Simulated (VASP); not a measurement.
A run of VASP 6.6.1:

INCAR

```
PREC = Accurate
ENCUT = 520
EDIFF = 1E-7
ISMEAR = -1
SIGMA = 0.01
LREAL = Auto
LASPH = T
NELM = 80
ALGO = Normal
ISIF = 2
LWAVE = F
LCHARG = T
GGA = PE
LELF = T
LVHAR = T
NBANDS = 86
```

File KPOINTS:

```
Automatic mesh
0
Gamma
  2 2 2
  0.5 0.5 0.5
```

POSCAR

```
BN
1.0
   -3.6241103800      3.6241103800     -3.6241103800
    3.6241103800      3.6241103800      3.6241103800
    3.6241103800     -3.6241103800     -3.6241103800
B N
16 16
Direct
    0.0000000000      0.0000000000      0.0000000000
    0.0000000000      0.2500000000      0.7500000000
    0.0000000000      0.5000000000      0.5000000000
    0.0000000000      0.7500000000      0.2500000000
    0.2500000000      0.0000000000      0.7500000000
    0.2500000000      0.2500000000      0.5000000000
    0.2500000000      0.5000000000      0.2500000000
    0.2500000000      0.7500000000      0.0000000000
    0.5000000000      0.0000000000      0.5000000000
    0.5000000000      0.2500000000      0.2500000000
    0.5000000000      0.5000000000      0.0000000000
    0.5000000000      0.7500000000      0.7500000000
    0.7500000000      0.0000000000      0.2500000000
    0.7500000000      0.2500000000      0.0000000000
    0.7500000000      0.5000000000      0.7500000000
    0.7500000000      0.7500000000      0.5000000000
    0.0000000000      0.0000000000      0.2500000000
    0.0000000000      0.2500000000      0.0000000000
    0.0000000000      0.5000000000      0.7500000000
    0.0000000000      0.7500000000      0.5000000000
    0.2500000000      0.0000000000      0.0000000000
    0.2500000000      0.2500000000      0.7500000000
    0.2500000000      0.5000000000      0.5000000000
    0.2500000000      0.7500000000      0.2500000000
    0.5000000000      0.0000000000      0.7500000000
    0.5000000000      0.2500000000      0.5000000000
    0.5000000000      0.5000000000      0.2500000000
    0.5000000000      0.7500000000      0.0000000000
    0.7500000000      0.0000000000      0.5000000000
    0.7500000000      0.2500000000      0.2500000000
    0.7500000000      0.5000000000      0.0000000000
    0.7500000000      0.7500000000      0.7500000000
```

Potentials or basis: VASP PAW PBE potentials, release 64 (B, N).

Command:

```sh
$ cat potpaw_PBE.64/B/POTCAR potpaw_PBE.64/N/POTCAR > POTCAR
$ mpirun -np 1 vasp_std > vasp.out
```

Hardware: 1 thread of Intel(R) Xeon(R) Platinum 8259CL CPU @ 2.50GHz (Skylake/Cascade Lake), on a shared host.

Question: How long does it take, and how much memory?

Answer: Run time: 83 s on 1 thread of Intel(R) Xeon(R) Platinum 8259CL CPU @ 2.50GHz (Skylake/Cascade Lake), with other jobs on the host, peak memory 0.33 GiB. Counts: scf iterations 15, k points 2.
